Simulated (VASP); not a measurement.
A run of VASP 6.6.1 is set up as follows.

INCAR

```
SYSTEM = Sb
  ALGO = Normal
  EDIFF = 1E-6
  ENCUT = 520
  GGA = PE
  ISIF = 2
  ISMEAR = -1
  IVDW = 12
  LASPH = .True.
  LCHARG = .True.
  LELF = .True.
  LREAL = .False.
  LVHAR = .True.
  LWAVE = .False.
  NBANDS = 12
  NELM = 60
  PREC = Accurate
  SIGMA = 0.05
```

File KPOINTS:

```
k-points
0
Gamma
  9 6 6
  0 0 0
```

POSCAR

```
Sb
1.0
    3.0775620221      0.0000000000      0.0129077955
    0.0000000000      4.3042479638      0.0000000000
   -0.0201426624      0.0000000000      4.3401309618
Sb
2
Direct
    0.0003117683      0.2500000000      0.2499322467
    0.9996882317      0.7500000000      0.7500677533
```

Potentials or basis: VASP PAW PBE potentials, release 64 (Sb).

The run is started by

```sh
$ cat potpaw_PBE.64/Sb/POTCAR > POTCAR
$ mpirun -np 1 vasp_std > vasp.out
```

Predict the band gap on the k mesh.

zero (bands 5 and 6 overlap by 8.76 eV).

Predict the dispersion energy per atom.

-0.497 eV.

Estimate the pressure.

-0.3 GPa.

Caveat: three body term missing; spin-orbit coupling is left out, which moves the levels of the heavy elements.
